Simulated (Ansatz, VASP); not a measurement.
**ZrO2 in VASP and in Ansatz**

File INCAR:

```
SYSTEM = ZrO2
PREC = Accurate
ENCUT = 600
EDIFF = 1E-6
ISMEAR = 0
SIGMA = 0.02
LREAL = .FALSE.
LASPH = .TRUE.
NELM = 120
ALGO = Normal
ISIF = 2
LWAVE = .FALSE.
LCHARG = .FALSE.
GGA = PE
IVDW = 12
NBANDS = 19
GGA_COMPAT = .FALSE.
```

File KPOINTS:

```
Automatic mesh
0
G
  8 8 8
  0 0 0
```

File POSCAR:

```
ZrO2
1.0
    0.0000000000      2.5181772664      2.5181772664
    2.5181772664      0.0000000000      2.5181772664
    2.5181772664      2.5181772664      0.0000000000
Zr O
1 2
Direct
    0.5000000000      0.5000000000      0.5000000000
    0.7500000000      0.7500000000      0.7500000000
    0.2500000000      0.2500000000      0.2500000000
```

Input for Ansatz:

```yaml
crystal:
  lattice:
    - [0.0, 2.5181772664, 2.5181772664]
    - [2.5181772664, 0.0, 2.5181772664]
    - [2.5181772664, 2.5181772664, 0.0]
  atoms:
    - { symbol: Zr, position: [0.5, 0.5, 0.5] }
    - { symbol: O, position: [0.75, 0.75, 0.75] }
    - { symbol: O, position: [0.25, 0.25, 0.25] }
basis:
  ecutwfc: 420
kpoints:
  mp_grid: { grid: [8, 8, 8] }
hamiltonian:
  xc: pbe
  dispersion: d3bj
scf:
  occupations: { method: gaussian, width: 0.02 }
output:
  forces: true
  stress: true
  eigenvalues: true
```

Alike in both runs: task single point; functional PBE; dispersion D3(BJ); k mesh 8 × 8 × 8; occupations gaussian, width 0.02 eV; no spin polarisation.

|  | VASP | Ansatz |
| --- | --- | --- |
| version | VASP 6.6.1 | Ansatz 0.2.0 |
| potentials or method | VASP PAW PBE potentials, release 64 (Zr_sv, O), cutoff 600 eV | scalar-relativistic, plane waves, PAW |
| valence electrons in the cell | 24 | 24 |

```tsv
	VASP	Ansatz	Ansatz less VASP
gap on the k mesh at the Fermi level (eV)	3.44	3.45	+0.007
least direct gap on the mesh (eV)	3.91	3.92	+0.006
pressure (GPa)	8.0	7.9	-0.11
```
